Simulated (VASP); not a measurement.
## HfB2: single point with LDA

The system is HfB2.

```
Hf B
1.0
     3.10538    0.00000    0.00000
    -1.55269    2.68934    0.00000
     0.00000    0.00000    3.41795
Hf B
1 2
Direct
  0.00000 0.00000 0.00000
  0.33333 0.66667 0.50000
  0.66667 0.33333 0.50000
```

```
Program                : VASP 6.6.1
Task                   : single point
Functional             : LDA
Potentials or basis    : VASP PAW LDA potentials, release 64 (Hf_pv, B)
Cutoff                 : 500 eV
k mesh                 : 9 × 9 × 6
Occupations            : gaussian, width 0.1 eV
Spin                   : no spin polarisation
Dipole correction      : no
Further INCAR settings : ALGO = Normal; EDIFF = 1e-06; NBANDS = 15
```

- Pressure: 0.7 GPa
- Band gap on the k mesh: zero (bands 8 and 9 overlap by 0.74 eV)

Stress tensor (GPa, compression positive):
```
0.42 0.00 0.00
0.00 0.42 0.00
0.00 0.00 1.11
```

Levels at points of the mesh, in eV from the Fermi level:
| k point | band 4 | band 5 | band 6 | band 7 | band 8 | band 9 | band 10 | band 11 | band 12 | band 13 |
| --- | --- | --- | --- | --- | --- | --- | --- | --- | --- | --- |
| (0.00, 0.00, 0.00) | -13.83 | -3.12 | -3.07 | -3.07 | -2.66 | 4.09 | 4.09 | 4.83 | 4.83 | 5.11 |
| (0.00, 0.00, 0.50) | -11.17 | -8.48 | -1.26 | -1.26 | 0.18 | 0.18 | 0.94 | 0.94 | 2.35 | 5.11 |

Run time: 26 s on 1 thread of Intel Xeon 8259CL, with other jobs on the host, peak memory 0.14 GiB.

Caveat: spin-orbit coupling is left out, which moves the levels of the heavy elements.
